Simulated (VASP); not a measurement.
# CO in VASP: notebook

CO is run at these levels: PBE+D3(BJ); tasks: single point.

All numbers are computed with VASP 6.6.1; they aren't measurements. Logs are shortened: lines on timing, memory, paths and dates and some standing lists are left out, and cuts for length are marked.

### Step 1. The cell of the first run

The cell holds a disordered packing, 16 atoms: a = 7.742 Å, b = 7.742 Å, c = 7.742 Å, α = 90.00°, β = 90.00°, γ = 90.00°.

### Step 2. Single point, PBE+D3(BJ)

File INCAR:

```
  ALGO = Normal
  EDIFF = 1E-6
  ENCUT = 1000
  GGA = PE
  GGA_COMPAT = False
  ISIF = 2
  ISMEAR = -1
  IVDW = 12
  LASPH = True
  LCHARG = False
  LREAL = Auto
  LWAVE = False
  NBANDS = 54
  NELM = 120
  PREC = Accurate
  SIGMA = 0.05
```

File KPOINTS:

```
k-points
0
Gamma
  1 1 1
```

File POSCAR:

```
CO
1.0
    7.7417530000      0.0000000000      0.0000000000
    0.0000000000      7.7417530000      0.0000000000
    0.0000000000      0.0000000000      7.7417530000
O C
8 8
Direct
    0.1495582637      0.0424037619      0.2539315600
    0.1291478823      0.8741902169      0.8367185523
    0.5457271698      0.8985764838     -0.0553035223
    0.1376576950      0.6363930358      0.3673087089
    0.6112237307      0.4256837145      0.1726157073
    0.6684903582      0.1860687843      0.5513337648
    0.5334774575      0.7177264266      0.5357536371
    0.2541733656      0.4728983709      0.8691007854
    0.2219520231      0.1653219866      0.2198995091
   -0.0088048796      0.9113842011      0.8033795247
    0.6002446883      0.9276510867      0.0778382451
    0.0427936524      0.5932969660      0.2640234065
    0.6530926111      0.4328260750      0.0321626047
    0.8078417385      0.1987151755      0.5063772716
    0.6742331712      0.6764264022      0.5418962435
    0.1903175723      0.4083206121      0.7535543012
```

Potentials or basis: VASP PAW PBE potentials, release 64 (O_h, C_h).

Command:

```bash
$ cat potpaw_PBE.64/O_h/POTCAR potpaw_PBE.64/C_h/POTCAR > POTCAR
$ mpirun -np 1 vasp_gam > vasp.out
```

OUTCAR:

```text
EDIFF = 1E-6
   ENCUT = 1000
   GGA = PE
   ISIF = 2
   ISMEAR = -1
   IVDW = 12
   LASPH = True
   LREAL = Auto
   NELM = 120
   PREC = Accurate
 IVDW          = 12

 ion  position               nearest neighbor table
   1  0.150  0.042  0.254-   9 1.14
   2  0.129  0.874  0.837-  10 1.14
   3  0.546  0.899  0.945-  11 1.14
   4  0.138  0.636  0.367-  12 1.14
   5  0.611  0.426  0.173-  13 1.14
   6  0.668  0.186  0.551-  14 1.14
   7  0.533  0.718  0.536-  15 1.14
   8  0.254  0.473  0.869-  16 1.14
   9  0.222  0.165  0.220-   1 1.14
  10  0.991  0.911  0.803-   2 1.14
  11  0.600  0.928  0.078-   3 1.14
  12  0.043  0.593  0.264-   4 1.14
  13  0.653  0.433  0.032-   5 1.14
  14  0.808  0.199  0.506-   6 1.14
  15  0.674  0.676  0.542-   7 1.14
  16  0.190  0.408  0.754-   8 1.14

  LATTYP: Found a simple cubic cell.
 ALAT       =     7.7417530000

  Lattice vectors:

 A1 = (   7.7417530000,   0.0000000000,   0.0000000000)
 A2 = (   0.0000000000,   7.7417530000,   0.0000000000)
 A3 = (   0.0000000000,   0.0000000000,   7.7417530000)

Analysis of symmetry for initial positions (statically):
=====================================================================
 Subroutine PRICEL returns:
 Original cell was already a primitive cell.

 Routine SETGRP: Setting up the symmetry group for a
 simple cubic supercell.

 Subroutine GETGRP returns: Found  1 space group operations
 (whereof  1 operations were pure point group operations)
 out of a pool of 48 trial point group operations.

The static configuration has the point symmetry C_1 .

Analysis of symmetry for dynamics (positions and initial velocities):
=====================================================================
 Subroutine PRICEL returns:
 Original cell was already a primitive cell.

 Routine SETGRP: Setting up the symmetry group for a
 simple cubic supercell.

 Subroutine GETGRP returns: Found  1 space group operations
 (whereof  1 operations were pure point group operations)
 out of a pool of 48 trial point group operations.

The dynamic configuration has the point symmetry C_1 .

 Subroutine INISYM returns: Found  1 space group operations
 (whereof  1 operations are pure point group operations),
 and found     1 'primitive' translations

----------------------------------------------------------------------------------------

                                     Primitive cell

  volume of cell :     463.9999

  direct lattice vectors                    reciprocal lattice vectors
     7.741753000  0.000000000  0.000000000     0.129169711  0.000000000  0.000000000
     0.000000000  7.741753000  0.000000000     0.000000000  0.129169711  0.000000000
     0.000000000  0.000000000  7.741753000     0.000000000  0.000000000  0.129169711

  length of vectors
     7.741753000  7.741753000  7.741753000     0.129169711  0.129169711  0.129169711

  position of ions in fractional coordinates (direct lattice)
     0.149558264  0.042403762  0.253931560
     0.129147882  0.874190217  0.836718552
     0.545727170  0.898576484  0.944696478
     0.137657695  0.636393036  0.367308709
     0.611223731  0.425683715  0.172615707
     0.668490358  0.186068784  0.551333765
     0.533477457  0.717726427  0.535753637
     0.254173366  0.472898371  0.869100785
     0.221952023  0.165321987  0.219899509
     0.991195120  0.911384201  0.803379525
     0.600244688  0.927651087  0.077838245
     0.042793652  0.593296966  0.264023407
     0.653092611  0.432826075  0.032162605
     0.807841739  0.198715175  0.506377272
     0.674233171  0.676426402  0.541896243
     0.190317572  0.408320612  0.753554301

  ion indices of the primitive-cell ions
   primitive index   ion index
                 1           1
                 2           2
                 3           3
                 4           4
                 5           5
                 6           6
                 7           7
                 8           8
                 9           9
                10          10
                11          11
                12          12
                13          13
                14          14
                15          15
                16          16

----------------------------------------------------------------------------------------

 KPOINTS: k-points

Automatic generation of k-mesh.
 Grid dimensions read from file:
 generate k-points for:    1    1    1

 Generating k-lattice:

  Cartesian coordinates                     Fractional coordinates (reciprocal lattice)
     0.129169711  0.000000000  0.000000000     1.000000000  0.000000000  0.000000000
     0.000000000  0.129169711  0.000000000     0.000000000  1.000000000  0.000000000
     0.000000000  0.000000000  0.129169711     0.000000000  0.000000000  1.000000000

  Length of vectors
     0.129169711  0.129169711  0.129169711

  Shift w.r.t. Gamma in fractional coordinates (k-lattice)
     0.000000000  0.000000000  0.000000000

[... 54 lines left out ...]
   IVDW    =    12    specifies the selected vdW correction
   LEPSILON=     F    determine dielectric tensor
   LRPA    =     F    only Hartree local field effects (RPA)
 non-spin polarized calculation
  energy-cutoff  :     1000.00
  volume of cell :      464.00
 maximum number of plane-waves:     16686
 NGX is ok and might be reduce to    80
   NGX = 39   NGY = 39   NGZ = 39

 number of electron      79.9999998 magnetization

 Free energy of the ion-electron system (eV)
  ---------------------------------------------------
  ext. energy  EPLUGINS =         0.00000000
  ---------------------------------------------------
  free energy    TOTEN  =      -119.76443579 eV

  energy without entropy =     -119.76443579  energy(sigma->0) =     -119.76443579

 E-fermi :  -4.5628     XC(G=0):  -5.6094

 val. band max:       -5.7885554998   @ k =   0.0000   0.0000   0.0000
 cond. band min:       0.4232560470   @ k =   0.0000   0.0000   0.0000
 fundamental gap:      6.2118115468
 Fermi energy:        -4.5628064424

 k-point     1 :       0.0000    0.0000    0.0000
  band No.  band energies     occupation
      1     -26.3496      2.00000
      2     -26.3337      2.00000
      3     -26.2892      2.00000
      4     -26.2627      2.00000
      5     -26.2147      2.00000
      6     -26.1569      2.00000
      7     -26.1303      2.00000
      8     -26.0982      2.00000
      9     -11.3217      2.00000
     10     -11.2160      2.00000
     11     -11.1874      2.00000
     12     -11.1663      2.00000
     13     -11.1334      2.00000
     14     -11.0914      2.00000
     15     -11.0218      2.00000
     16     -10.9386      2.00000
     17      -9.0526      2.00000
     18      -8.9843      2.00000
     19      -8.9554      2.00000
     20      -8.9350      2.00000
     21      -8.8582      2.00000
     22      -8.8365      2.00000
     23      -8.7967      2.00000
     24      -8.7780      2.00000
     25      -8.7628      2.00000
     26      -8.7420      2.00000
     27      -8.6935      2.00000
     28      -8.6518      2.00000
     29      -8.6451      2.00000
     30      -8.6189      2.00000
     31      -8.6062      2.00000
     32      -8.5490      2.00000
     33      -6.6672      2.00000
     34      -6.1876      2.00000
     35      -6.1612      2.00000
     36      -6.0716      2.00000
     37      -6.0021      2.00000
     38      -5.9159      2.00000
     39      -5.8371      2.00000
     40      -5.7886      2.00000
     41       0.4233      0.00000
     42       0.4999      0.00000
     43       0.5744      0.00000
     44       0.6281      0.00000
     45       0.6931      0.00000
     46       0.7569      0.00000
     47       0.8047      0.00000
     48       0.8950      0.00000
     49       0.9519      0.00000
     50       0.9841      0.00000
     51       1.1341      0.00000
     52       1.2002      0.00000
 [bands above 52 left out]

------------------------ aborting loop because EDIFF is reached ----------------------------------------

 Edisp (eV)   -0.68923

 E8    (eV) :    -0.1704

  FORCE on cell =-STRESS in cart. coord.  units (eV):
  Direction    XX          YY          ZZ          XY          YZ          ZX
  --------------------------------------------------------------------------------------
  -------------------------------------------------------------------------------------
  Total      -1.14700    -0.69428    -1.16508    -0.07174    -0.10351    -0.08939
  in kB      -3.96055    -2.39733    -4.02297    -0.24770    -0.35743    -0.30867
  external pressure =       -3.46 kB  Pullay stress =        0.00 kB

 VOLUME and BASIS-vectors are now :
 -----------------------------------------------------------------------------
  energy-cutoff  :     1000.00
  volume of cell :      464.00
      direct lattice vectors                 reciprocal lattice vectors
     7.741753000  0.000000000  0.000000000     0.129169711  0.000000000  0.000000000
     0.000000000  7.741753000  0.000000000     0.000000000  0.129169711  0.000000000
     0.000000000  0.000000000  7.741753000     0.000000000  0.000000000  0.129169711

 POSITION                                       TOTAL-FORCE (eV/Angst)
 -----------------------------------------------------------------------------------
      1.15784      0.32828      1.96588         0.012163      0.009636     -0.007401
      0.99983      6.76776      6.47767        -0.056056      0.020564     -0.025546
      4.22488      6.95656      7.31361         0.039110      0.024401      0.127991
      1.06571      4.92680      2.84361        -0.053050     -0.030455     -0.056132
      4.73194      3.29554      1.33635         0.016357      0.010993     -0.082358
      5.17529      1.44050      4.26829         0.228507      0.026573     -0.056878
      4.13005      5.55646      4.14767         0.158756     -0.048395      0.011410
      1.96775      3.66106      6.72836        -0.103389     -0.098140     -0.205591
      1.71830      1.27988      1.70241        -0.008815     -0.009737      0.014600
      7.67359      7.05571      6.21957         0.059243     -0.009373      0.019547
      4.64695      7.18165      0.60260        -0.036811     -0.023067     -0.126922
      0.33130      4.59316      2.04400         0.057575      0.020221      0.062375
      5.05608      3.35083      0.24899        -0.011448     -0.011700      0.067131
      6.25411      1.53840      3.92025        -0.249556     -0.020319      0.059628
      5.21975      5.23673      4.19523        -0.160342      0.051218     -0.006268
      1.47339      3.16112      5.83383         0.107755      0.087581      0.204415
 -----------------------------------------------------------------------------------
    total drift:                                0.001164      0.000832     -0.002088

  FREE ENERGIE OF THE ION-ELECTRON SYSTEM (eV)
  ---------------------------------------------------
  free  energy   TOTEN  =      -120.4536648265 eV

  energy  without entropy=     -120.4536648265  energy(sigma->0) =     -120.45366483
```

Run time: 55 s. Hardware: 1 thread of AMD EPYC 9R45 (Zen 5), shared host; peak memory 0.83 GiB.

What came out:

| Quantity | Value |
| --- | --- |
| Free energy | -120.4537 eV |
| Pressure | -0.3 GPa |
| Largest force | 0.257 eV/Å |
| Dispersion energy per atom | -0.043 eV |

Forces on the atoms (eV/Å):
```
O    0.012  0.010 -0.007
O   -0.056  0.021 -0.026
O    0.039  0.024  0.128
O   -0.053 -0.030 -0.056
O    0.016  0.011 -0.082
O    0.229  0.027 -0.057
O    0.159 -0.048  0.011
O   -0.103 -0.098 -0.206
C   -0.009 -0.010  0.015
C    0.059 -0.009  0.020
C   -0.037 -0.023 -0.127
C    0.058  0.020  0.062
C   -0.011 -0.012  0.067
C   -0.250 -0.020  0.060
C   -0.160  0.051 -0.006
C    0.108  0.088  0.204
```

Levels at points of the mesh, in eV from the Fermi level:
```
           k point  band 37  band 38  band 39  band 40  band 41  band 42  band 43  band 44
(0.00, 0.00, 0.00)    -1.44    -1.35    -1.27    -1.23     4.99     5.06     5.14     5.19
```

Caveat: the k points lie up to 0.81 Å⁻¹ apart, too coarse for converged energies, forces and pressures.

### Step 3. Single point, PBE+D3(BJ)

File INCAR:

```
SYSTEM = CO
PREC = Accurate ; ENCUT = 1000
EDIFF = 1E-6 ; ISMEAR = -1
SIGMA = 0.05 ; LREAL = Auto
LASPH = .True. ; NELM = 120
ALGO = Normal ; ISIF = 2
LWAVE = .False. ; LCHARG = .False.
GGA = PE ; IVDW = 12
NBANDS = 54 ; GGA_COMPAT = .False.
```

File KPOINTS:

```
regular mesh
0
Gamma
  1 1 1
  0 0 0
```

File POSCAR:

```
CO
1.0
    7.7417530000      0.0000000000      0.0000000000
    0.0000000000      7.7417530000      0.0000000000
    0.0000000000      0.0000000000      7.7417530000
O C
8 8
Direct
    0.1750637097      0.1148706243      0.2296895806
    0.1366098867      1.0667609778      0.9328765720
    0.7055895480      0.8567568611     -0.0048180302
    0.0836244711      0.5964540589      0.1356281969
    0.6386538036      0.4684727090      0.2288887284
    0.6570863214      0.1035553576      0.5142892056
    0.7874831450      0.6501628249      0.6215129829
    0.2346755315      0.4616525482      0.6883712255
    0.2634545432      0.0349016560      0.3206121404
    0.1025090829      1.0922719958      0.8005551198
    0.7433716886      0.9938188418     -0.0650627836
    0.0148286829      0.7004873444      0.0534891775
    0.5297379030      0.4446667312      0.3144119943
    0.7103817443      0.0505570250      0.3930892654
    0.6429293210      0.6566600614      0.5831108277
    0.1658926602      0.5377851760      0.5868955003
```

Potentials or basis: VASP PAW PBE potentials, release 64 (O_h, C_h).

Command:

```bash
$ cat potpaw_PBE.64/O_h/POTCAR potpaw_PBE.64/C_h/POTCAR > POTCAR
$ mpirun -np 1 vasp_gam > vasp.out
```

It took 2.7 min on 1 thread of AMD EPYC 7R43 (Zen 3), shared host; peak memory 0.82 GiB.

The run converged. Its results:

```yaml
Free_energy: -119.1456 eV
Pressure: 1.4 GPa
Largest_force: 8.537 eV/Å
Dispersion_energy_per_atom: -0.045 eV
```

Forces in eV/Å, atoms in the order of the input:
```
O    1.644 -1.254  2.501
O    2.098 -1.663  7.147
O    1.054  5.109 -2.261
O   -1.045  1.476 -1.165
O    5.104  1.122 -4.088
O   -1.443  1.469  3.395
O   -2.404  0.086 -0.590
O    1.091 -1.167  1.642
C   -1.566  1.406 -1.562
C   -2.064  1.553 -8.137
C   -1.607 -4.919  2.215
C    1.423 -1.773  1.249
C   -5.181 -1.192  3.829
C    1.516 -1.481 -3.323
C    2.400  0.031  0.815
C   -1.018  1.197 -1.667
```

Stress tensor (GPa, compression positive):
```
 0.89 -0.21 -1.02
-0.21 -1.67  0.96
-1.02  0.96  5.06
```

Levels at points of the mesh, in eV from the Fermi level:
| k point | band 38 | band 39 | band 40 | band 41 | band 42 | band 43 |
| --- | --- | --- | --- | --- | --- | --- |
| (0.00, 0.00, 0.00) | -1.47 | -1.34 | -1.30 | 4.49 | 4.56 | 4.60 |

Caveat: the k points lie up to 0.81 Å⁻¹ apart, too coarse for converged energies, forces and pressures.

### Step 4. Single point, PBE+D3(BJ)

This run uses another cell than the first one, of 35.02 Å³/atom.

File INCAR:

```
PREC = Accurate
ENCUT = 1000
EDIFF = 1E-6
ISMEAR = -1
SIGMA = 0.05
LREAL = Auto
LASPH = True
NELM = 120
ALGO = Normal
ISIF = 2
LWAVE = False
LCHARG = False
GGA = PE
IVDW = 12
NBANDS = 54
GGA_COMPAT = False
```

File KPOINTS:

```
Automatic mesh
0
Gamma
  1 1 1
```

File POSCAR:

```
CO
1.0
    8.0307030000      0.0000000000      0.0000000000
    0.0000000000      8.1088880000      0.0000000000
    0.0000000000      0.0000000000      8.6035910000
O C
8 8
Direct
    0.0799058314      0.0127021116      0.2287300733
    0.1053581486      1.1589505244      0.8071862086
    0.7327129393      0.9712059163      0.0089962435
    0.0150920785      0.5297397128      0.1190084466
    0.6725065041      0.3928898759      0.2283581356
    0.7313681007      0.0599465673      0.5433777594
    0.6292101700      0.6077035470      0.6407905722
    0.1553039628      0.4787092879      0.6706153279
    0.1409839213      0.1334584964      0.1900485507
    0.1718903065      1.0269102249      0.7941218963
    0.6729796881      0.9062894937     -0.0948673641
   -0.0798062137      0.6284092221      0.0766772851
    0.6182895819      0.5162236795      0.2419454853
    0.7434218399     -0.0565798911      0.4792417492
    0.7411306333      0.6690683112      0.5792929952
    0.0823962734      0.5895876229      0.6350836529
```

Command:

```bash
$ cat potpaw_PBE.64/O_h/POTCAR potpaw_PBE.64/C_h/POTCAR > POTCAR
$ mpirun -np 1 vasp_gam > vasp.out
```

It took 91 s on 1 thread of AMD EPYC 9R45 (Zen 5), shared host; peak memory 1 GiB.

It converged, with:

| Item | Value |
| --- | --- |
| Free energy | -119.2384 eV |
| Pressure | 0.2 GPa |
| Largest force | 6.080 eV/Å |
| Dispersion energy per atom | -0.037 eV |

Forces in eV/Å, atoms in the order of the input:
```
O    0.417  0.844 -0.284
O    2.628 -5.454 -0.562
O   -0.405 -0.306 -0.672
O   -1.831  2.054 -0.904
O    1.920 -4.719 -0.493
O   -0.380  4.399  2.868
O    1.117  0.785 -0.784
O    1.288 -2.006  0.635
C   -0.403 -0.863  0.339
C   -2.657  5.349  0.553
C    0.349  0.464  0.704
C    2.100 -2.022  0.821
C   -2.132  4.602  0.575
C    0.279 -3.638 -3.293
C   -1.308 -1.563  1.104
C   -0.983  2.074 -0.605
```

Stress tensor (GPa, compression positive):
```
-0.51 -0.17  0.00
-0.17  1.07  0.55
 0.00  0.55  0.19
```

Levels at points of the mesh, in eV from the Fermi level:
| k point | band 38 | band 39 | band 40 | band 41 | band 42 | band 43 |
| --- | --- | --- | --- | --- | --- | --- |
| (0.00, 0.00, 0.00) | -2.78 | -2.63 | -1.28 | 3.15 | 3.28 | 3.43 |

Caveat: the k points lie up to 0.78 Å⁻¹ apart; the atoms stand as in a frame of molecular dynamics.

### Step 5. Overview

| cell | pressure (GPa) | largest force (eV/Å) |
| --- | --- | --- |
| a = 7.742 Å, 16 atoms, atomic positions A | -0.3 | 0.26 |
| a = 7.742 Å, 16 atoms, atomic positions B | 1.4 | 8.54 |
| a = 8.031, b = 8.109, c = 8.604 Å, 16 atoms, atomic positions C | 0.2 | 6.08 |

Alike in all rows: task single point; level PBE+D3(BJ); potentials or basis VASP PAW PBE potentials, release 64 (O_h, C_h); no spin polarisation; k mesh 1 × 1 × 1; cutoff (eV) 1000; smearing fermi-dirac 0.05 eV.

Caveats: all runs use coarse meshes; the atoms stand as in a frame of molecular dynamics (at least some runs).

Absolute energies hang on the potentials; compare differences alone.
